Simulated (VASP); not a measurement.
A run of VASP 6.6.1 is set up as follows.

Contents of INCAR:

```
SYSTEM = HfB
PREC = Accurate ; ENCUT = 520
EDIFF = 1E-6 ; ISMEAR = -1
SIGMA = 0.15 ; LREAL = .False.
LASPH = .True. ; NELM = 80
ALGO = Normal ; ISIF = 2
LWAVE = .False. ; LCHARG = .False.
GGA = PE ; NBANDS = 14
```

Contents of KPOINTS:

```
Automatic mesh
0
Gamma
  9 9 9
  0 0 0
```

The input POSCAR:

```
HfB
1.0
    0.0000000000      2.2944961772      2.2944961772
    2.2944961772      0.0000000000      2.2944961772
    2.2944961772      2.2944961772      0.0000000000
Hf B
1 1
Direct
    0.5000000000      0.5000000000      0.5000000000
    0.0000000000      0.0000000000      0.0000000000
```

Potentials or basis: VASP PAW PBE potentials, release 64 (Hf_pv, B).

The run is started by

```sh
$ cat potpaw_PBE.64/Hf_pv/POTCAR potpaw_PBE.64/B/POTCAR > POTCAR
$ mpirun -np 1 vasp_std > vasp.out
```

What does it give for the pressure?

36.8 GPa.
